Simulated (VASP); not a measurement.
# InO in VASP: single point with PBEsol+D3(BJ)

Aim: the single point of InO with PBEsol+D3(BJ).

Program: VASP 6.6.1. These are calculated values, not measurements. Logs are shortened: lines on timing, memory, paths and dates and some standing lists are left out, and cuts for length are marked.

### Step 1. The cell of the first run

The cell holds a slab with vacuum, 4 atoms: a = 3.454 Å, b = 3.454 Å, c = 15.877 Å, α = 90.00°, β = 90.00°, γ = 120.00°.

### Step 2. Single point, PBEsol+D3(BJ)

Contents of INCAR:

```
ALGO = Normal ; EDIFF = 1E-6
ENCUT = 520 ; GGA = PS
ISIF = 2 ; ISMEAR = 0
IVDW = 12 ; LASPH = T
LCHARG = T ; LELF = T
LREAL = F ; LVHAR = T
LWAVE = F ; NBANDS = 27
NELM = 60 ; PREC = Accurate
SIGMA = 0.03
```

Contents of KPOINTS:

```
k-points
0
Gamma
  12 12 4
```

Contents of POSCAR:

```
InO
1.0
    3.4536138013      0.0000000000      0.0000000000
   -1.7268069007      2.9909172868      0.0000000000
    0.0000000000      0.0000000000     15.8771000000
In O
2 2
Direct
    0.6666666667      0.3333333333      0.5900210000
    0.6666666667      0.3333333333      0.4099790000
    0.0000000000      0.0000000000      0.6398670000
    0.0000000000      0.0000000000      0.3601330000
```

Potentials or basis: VASP PAW PBE potentials, release 64 (In_d, O).

Run with:

```console
cat potpaw_PBE.64/In_d/POTCAR potpaw_PBE.64/O/POTCAR > POTCAR
mpirun -np 1 vasp_std > vasp.out
```

OUTCAR:

```text
EDIFF = 1E-6
   ENCUT = 520
   GGA = PS
   ISIF = 2
   ISMEAR = 0
   IVDW = 12
   LASPH = T
   LREAL = F
   NELM = 60
   PREC = Accurate
 IVDW          = 12

 ion  position               nearest neighbor table
   1  0.667  0.333  0.590-   3 2.15   3 2.15   3 2.15   2 2.86
   2  0.667  0.333  0.410-   4 2.15   4 2.15   4 2.15   1 2.86
   3  0.000  0.000  0.640-   1 2.15   1 2.15   1 2.15
   4  0.000  0.000  0.360-   2 2.15   2 2.15   2 2.15

  LATTYP: Found a hexagonal cell.
 ALAT       =     3.4536138013
 C/A-ratio  =     4.5972424577

  Lattice vectors:

 A1 = (   3.4536138013,   0.0000000000,   0.0000000000)
 A2 = (  -1.7268069007,   2.9909172868,   0.0000000000)
 A3 = (   0.0000000000,   0.0000000000,  15.8771000000)

Analysis of symmetry for initial positions (statically):
=====================================================================
 Subroutine PRICEL returns:
 Original cell was already a primitive cell.

 Routine SETGRP: Setting up the symmetry group for a
 hexagonal supercell.

 Subroutine GETGRP returns: Found 12 space group operations
 (whereof 12 operations were pure point group operations)
 out of a pool of 24 trial point group operations.

The static configuration has the point symmetry D_3h.

Analysis of symmetry for dynamics (positions and initial velocities):
=====================================================================
 Subroutine PRICEL returns:
 Original cell was already a primitive cell.

 Routine SETGRP: Setting up the symmetry group for a
 hexagonal supercell.

 Subroutine GETGRP returns: Found 12 space group operations
 (whereof 12 operations were pure point group operations)
 out of a pool of 24 trial point group operations.

The dynamic configuration has the point symmetry D_3h.

 Subroutine INISYM returns: Found 12 space group operations
 (whereof 12 operations are pure point group operations),
 and found     1 'primitive' translations

----------------------------------------------------------------------------------------

                                     Primitive cell

  volume of cell :     164.0021

  direct lattice vectors                    reciprocal lattice vectors
[... 86 lines left out ...]
   LNONCOLLINEAR =      F non collinear calculations
   LSORBIT =      F    spin-orbit coupling
   LASPH  =      T    aspherical Exc in radial PAW
   ENCUT  =  520.0 eV  38.22 Ry    6.18 a.u.   6.42  6.42 29.52*2*pi/ulx,y,z
   NELM   =     60;   NELMIN=  2; NELMDL= -5     # of ELM steps
   EDIFF  = 0.1E-05   stopping-criterion for ELM
   LREAL  =      F    real-space projection
   EDIFFG = 0.1E-04   stopping-criterion for IOM
   NSW    =      0    number of steps for IOM
   IBRION =     -1    ionic relax: 0-MD 1-quasi-New 2-CG
   NFREE  =      0    steps in history (QN), initial steepest desc. (CG)
   ISIF   =      2    stress and relaxation
   ISYM   =      2    0-nonsym 1-usesym 2-fastsym
   POTIM  = 0.5000    time-step for ionic-motion
   TEBEG  =    0.0;   TEEND  =   0.0 temperature during run
   PSTRESS=    0.0 pullay stress
   NELECT =      38.0000    total number of electrons
   NUPDOWN=      -1.0000    fix difference up-down
   EMIN   =  10.00;   EMAX   =-10.00  energy-range for DOS
   EFERMI =   0.00;   METHOD = LEGACY
   ISMEAR =     0;   SIGMA  =   0.03  broadening in eV -4-tet -1-fermi 0-gaus
   EFERMI_NEDOS =   21; number of points for ismear=-14 and -15
   IALGO  =     38    algorithm
   IMIX   =      4    mixing-type and parameters
     AMIX     =   0.40;   BMIX     =  1.00
     AMIX_MAG =   1.60;   BMIX_MAG =  1.00
  volume/ion in A,a.u.               =      41.00       276.69
  Fermi-wavevector in a.u.,A,eV,Ry     =   1.005510  1.900138 13.756166  1.011050
  Thomas-Fermi vector in A             =   2.138194
   LORBIT       =      0    0 simple, 1 ext, 2 COOP (PROOUT), +10 PAW based schemes
   GGA     = PS    functional components
   LHFCALC =     F    Hartree Fock is set to
   AEXX    =    0.0000 exact exchange contribution
   IVDW    =    12    specifies the selected vdW correction
   LEPSILON=     F    determine dielectric tensor
   LRPA    =     F    only Hartree local field effects (RPA)
 non-spin polarized calculation
 Gauss-broadening in eV      SIGMA  =   0.03
  energy-cutoff  :      520.00
  volume of cell :      164.00
 maximum number of plane-waves:      4454
 NGX is ok and might be reduce to    28
   NGX = 13   NGY = 13   NGZ = 59

 number of electron      37.9999988 magnetization

 Free energy of the ion-electron system (eV)
  ---------------------------------------------------
  ext. energy  EPLUGINS =         0.00000000
  ---------------------------------------------------
  free energy    TOTEN  =       -20.78231307 eV

  energy without entropy =      -20.78231307  energy(sigma->0) =      -20.78231307

 E-fermi :  -1.5371     XC(G=0):  -4.9286

 val. band max:       -1.7267599807   @ k =   0.3333   0.3333   0.5000
 cond. band min:      -1.4107421613   @ k =   0.0000   0.0000   0.5000
 fundamental gap:      0.3160178194
 Fermi energy:        -1.5371260711

 k-point     1 :       0.0000    0.0000    0.0000
  band No.  band energies     occupation
      1     -19.3245      2.00000
      2     -19.3040      2.00000
      3     -15.1961      2.00000
      4     -15.1961      2.00000
      5     -15.1519      2.00000
      6     -15.1519      2.00000
[... 709 lines left out ...]
     26       6.6733      0.00000
     27       7.4329      0.00000

 [... further k-points ...]

------------------------ aborting loop because EDIFF is reached ----------------------------------------

 Edisp (eV)   -0.49334

 E8    (eV) :    -0.3420

  FORCE on cell =-STRESS in cart. coord.  units (eV):
  Direction    XX          YY          ZZ          XY          YZ          ZX
  --------------------------------------------------------------------------------------
  -------------------------------------------------------------------------------------
  Total      -2.57694    -2.57694    -1.24625     0.00000     0.00000     0.00000
  in kB     -25.17478   -25.17478   -12.17493     0.00000     0.00000     0.00000
  external pressure =      -20.84 kB  Pullay stress =        0.00 kB

 VOLUME and BASIS-vectors are now :
 -----------------------------------------------------------------------------
  energy-cutoff  :      520.00
  volume of cell :      164.00
      direct lattice vectors                 reciprocal lattice vectors
     3.453613801  0.000000000  0.000000000     0.289551773  0.167172794  0.000000000
    -1.726806901  2.990917287  0.000000000     0.000000000  0.334345588  0.000000000
     0.000000000  0.000000000 15.877100000     0.000000000  0.000000000  0.062983794

 POSITION                                       TOTAL-FORCE (eV/Angst)
 -----------------------------------------------------------------------------------
      1.72681      0.99697      9.36782        -0.000000      0.000000      0.003919
      1.72681      0.99697      6.50928        -0.000000      0.000000     -0.003919
      0.00000      0.00000     10.15923        -0.000000     -0.000000     -0.262733
      0.00000      0.00000      5.71787         0.000000      0.000000      0.262733
 -----------------------------------------------------------------------------------
    total drift:                                0.000000     -0.000000      0.000000

  FREE ENERGIE OF THE ION-ELECTRON SYSTEM (eV)
  ---------------------------------------------------
  free  energy   TOTEN  =       -21.2756565583 eV

  energy  without entropy=      -21.2756565583  energy(sigma->0) =      -21.27565656
```

stdout:

```text
POSCAR found type information on POSCAR InO
 POSCAR found :  2 types and       4 ions
 scaLAPACK will be used
 -----------------------------------------------------------------------------
|                                                                             |
|                                                                             |
|     You enforced a specific xc type in the INCAR file but a different       |
|     I HOPE YOU KNOW WHAT YOU ARE DOING!                                     |
|                                                                             |
 -----------------------------------------------------------------------------

 LDA part: xc-table for (Slater+PW92), standard interpolation
 POSCAR, INCAR and KPOINTS ok, starting setup
 FFT: planning ... GRIDC
 FFT: planning ... GRID_SOFT
 FFT: planning ... GRID
 WAVECAR not read
 entering main loop
```

Wall time 9.8 min (1 thread of Intel Xeon 6975P-C, shared host); peak memory 0.44 GiB.

What came out:

- Free energy: -21.2757 eV
- Largest force: 0.263 eV/Å
- Band gap on the k mesh: 0.32 eV, indirect (least direct gap 1.05 eV)
- Dispersion energy per atom: -0.123 eV

Forces on the atoms (eV/Å):
```
In   0.000  0.000  0.004
In   0.000  0.000 -0.004
O    0.000  0.000 -0.263
O    0.000  0.000  0.263
```

Levels at points of the mesh, in eV from the valence-band top:
| k point | band 16 | band 17 | band 18 | band 19 | band 20 | band 21 | band 22 | band 23 |
| --- | --- | --- | --- | --- | --- | --- | --- | --- |
| (0.00, 0.00, 0.00) | -1.72 | -1.69 | -1.69 | -0.73 | 0.32 | 3.21 | 6.26 | 6.31 |
| (0.50, 0.00, 0.00) | -2.62 | -2.52 | -1.97 | -0.23 | 2.27 | 4.08 | 5.30 | 6.80 |
| (0.00, 0.00, 0.50) | -1.72 | -1.69 | -1.69 | -0.73 | 0.32 | 3.21 | 6.04 | 6.77 |
| (0.50, 0.00, 0.50) | -2.62 | -2.52 | -1.97 | -0.23 | 2.27 | 4.08 | 5.30 | 6.80 |

Caveat: the PAW data sets were made with another functional, which shifts forces and pressure a little; spin-orbit coupling is left out, which moves the levels of the heavy elements.
